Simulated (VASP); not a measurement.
## V: relaxation of cell and atoms with BLYP+D4

Crystal: V.

```
V
1.0
    -0.07565    2.04813    1.85486
     1.90213    0.02634    1.75288
     1.88239    1.92639    0.04608
V
1
Cartesian
  0.0000 0.0000 0.0000
```

```json
{
 "Program": "VASP 6.6.1",
 "Task": "relaxation of cell and atoms",
 "Functional": "BLYP",
 "Dispersion": "D4",
 "Potentials or basis": "VASP PAW PBE potentials, release 64 (V_sv)",
 "Cutoff": "600 eV",
 "k mesh": "11 × 12 × 12",
 "Occupations": "fermi-dirac, width 0.05 eV",
 "Spin": "collinear spin, ferromagnetic start",
 "Starting moments": "[2.0] μB",
 "Dipole correction": "no",
 "Further INCAR settings": "ALGO = Normal; EDIFF = 1e-06; IBRION = 2; EDIFFG = -0.01; NSW = 60; ISIF = 3"
}
```

```yaml
Relaxed_volume: 13.29 Å³/atom
Relaxed_cell: a = 2.622 Å, b = 2.549 Å, c = 2.993 Å, α = 54.23°, β = 54.98°, γ = 70.40°
Space_group_after_relaxing_to_0.1_Å: Im-3m (No. 229)
Energy_gained_by_relaxing: 190.6 meV/atom
Ionic_steps: 27
Pressure_after_relaxing: -0.1 GPa
Net_moment: 0.00 μB per cell
Valence_electrons_inside_the_program's_atomic_spheres: V 11.74
Dispersion_energy_per_atom: -0.629 eV
```

Stress tensor (GPa, compression positive):
```
-0.11  0.01 -0.07
 0.01 -0.07  0.01
-0.07  0.01  0.00
```

The path:
```csv
step,energy change (eV),largest force (eV/Å),pressure (GPa),volume (Å³)
1,0.0000,0.0000,1.18,13.54
2,-0.0753,0.0000,-2.69,13.71
3,-0.1650,0.0000,-7.51,13.93
4,-0.1697,0.0000,-7.49,13.92
5,-0.1729,0.0000,6.04,12.90
6,-0.1857,0.0000,-1.07,13.37
7,-0.1857,0.0000,-0.86,13.36
8,-0.1878,0.0000,-0.31,13.30
9,-0.1886,0.0000,0.57,13.24
10,-0.1891,0.0000,-0.29,13.31
11,-0.1891,0.0000,-0.60,13.33
12,-0.1895,0.0000,-0.32,13.30
13,-0.1899,0.0000,0.48,13.24
14,-0.1903,0.0000,0.07,13.28
15,-0.1904,0.0000,-0.25,13.31
16,-0.1904,0.0000,-0.79,13.35
17,-0.1904,0.0000,-0.48,13.32
18,-0.1905,0.0000,-0.15,13.30
19,-0.1905,0.0000,-0.16,13.30
20,-0.1906,0.0000,0.10,13.28
21,-0.1906,0.0000,0.10,13.28
22,-0.1906,0.0000,0.12,13.28
23,-0.1906,0.0000,0.16,13.28
24,-0.1906,0.0000,0.14,13.28
25,-0.1906,0.0000,0.13,13.28
26,-0.1906,0.0000,-0.12,13.30
27,-0.1906,0.0000,-0.06,13.29
```

Final structure:
```
V
1.0
    -0.01757    2.15668    1.49155
     2.08337    0.04130    1.46862
     2.11298    2.11948   -0.02020
V
1
Direct
  0.00000 0.00000 0.00000
```

Levels at points of the mesh, in eV from the Fermi level:
Spin up:
```
           k point  band 5  band 6  band 7  band 8  band 9  band 10
(0.00, 0.00, 0.00)   -6.43    0.13    0.34    0.55    2.40     2.47
(0.00, 0.50, 0.00)   -3.17   -1.16    2.28    2.31    2.63     4.24
(0.00, 0.00, 0.50)   -3.17   -1.19    1.91    2.40    2.77     4.10
(0.00, 0.50, 0.50)   -3.17   -1.18    1.95    2.38    2.75     4.11
```
Spin down:
| k point | band 4 | band 5 | band 6 | band 7 | band 8 | band 9 | band 10 | band 11 |
| --- | --- | --- | --- | --- | --- | --- | --- | --- |
| (0.00, 0.00, 0.00) | -36.84 | -6.43 | 0.13 | 0.34 | 0.55 | 2.40 | 2.47 | 20.34 |
| (0.00, 0.50, 0.00) | -36.94 | -3.17 | -1.16 | 2.28 | 2.31 | 2.63 | 4.24 | 10.76 |
| (0.00, 0.00, 0.50) | -36.88 | -3.17 | -1.19 | 1.91 | 2.40 | 2.77 | 4.10 | 10.37 |
| (0.00, 0.50, 0.50) | -36.89 | -3.17 | -1.18 | 1.95 | 2.38 | 2.75 | 4.11 | 10.41 |

It took 89 min on 1 thread of Oxide Virtual Turin-like Processor (shared host), peak memory 0.39 GiB.

Caveat: the moments typed at the start vanished in this run; the PAW data sets were made with another functional, which shifts forces and pressure a little.
